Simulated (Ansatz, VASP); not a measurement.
**One calculation of MnPt2, two programs**

The input INCAR:

```
PREC = Accurate
ENCUT = 520
EDIFF = 1E-7
ISMEAR = 0
SIGMA = 0.1
LREAL = F
LASPH = T
NELM = 150
ALGO = Fast
ISIF = 2
LWAVE = F
LCHARG = T
ISPIN = 2
MAGMOM = 4 1 1
LORBIT = 11
LMAXMIX = 4
GGA = PE
LELF = T
LVHAR = T
NBANDS = 28
```

Contents of KPOINTS:

```
regular mesh
0
Gamma
  18 18 8
```

POSCAR

```
MnPt2
1.0
    2.8584044518      0.0000000000      0.0000000000
   -1.4292022259      2.4754508696      0.0000000000
    0.0000000000      0.0000000000      6.5325040000
Mn Pt
1 2
Direct
    0.0000000000      0.0000000000      0.0000000000
    0.3333333333      0.6666666667      0.6837940000
    0.6666666667      0.3333333333      0.3162060000
```

Input for Ansatz:

```yaml
crystal:
  lattice:
    - [2.8584044518, 0.0, 0.0]
    - [-1.4292022259, 2.4754508696, 0.0]
    - [0.0, 0.0, 6.532504]
  atoms:
    - { symbol: Mn, position: [0.0, 0.0, 0.0], spin: 4.0 }
    - { symbol: Pt, position: [0.3333333333, 0.6666666667, 0.683794], spin: 1.0 }
    - { symbol: Pt, position: [0.6666666667, 0.3333333333, 0.316206], spin: 1.0 }
basis:
  ecutwfc: 420
kpoints:
  mp_grid: { grid: [18, 18, 8] }
hamiltonian:
  xc: pbe
scf:
  occupations: { method: gaussian, width: 0.1 }
  lower_state_search: "off"
output:
  forces: true
  stress: true
  eigenvalues: true
  populations: true
magnetization:
  spin_polarized: true
```

Alike in both runs: task single point; functional PBE; k mesh 18 × 18 × 8; occupations gaussian, width 0.1 eV; collinear spin.

```csv
,VASP,Ansatz
version,VASP 6.6.1,Ansatz 0.2.0
potentials or method,"VASP PAW PBE potentials, release 64 (Mn_pv, Pt), cutoff 520 eV","scalar-relativistic, plane waves, PAW"
valence electrons in the cell,33,51
```

```csv
,VASP,Ansatz,Ansatz less VASP
gap on the k mesh at the Fermi level (eV),none,none,-
pressure (GPa),-0.5,-0.3,+0.17
"traceless stress, the component that is largest in VASP (GPa)",1.03,0.93,-0.099
rms of the force components (eV/Å),0.013,0.008,-0.0046
net moment per atom (μB),1.52,1.52,-0.004
size of the moment on the site where the two differ most (μB),3.77,3.75,-0.026
```

Site moments also hang on the region over which each program counts them. Atom by atom the forces differ by 0.005 eV/Å (rms over components). A gap of «none» marks a metal or a gap that the smearing closes. VASP's potentials hold 33 valence electrons a cell and Ansatz's 51, so a difference there can come from the potentials and not from the codes.

Neither program's run includes spin-orbit coupling.
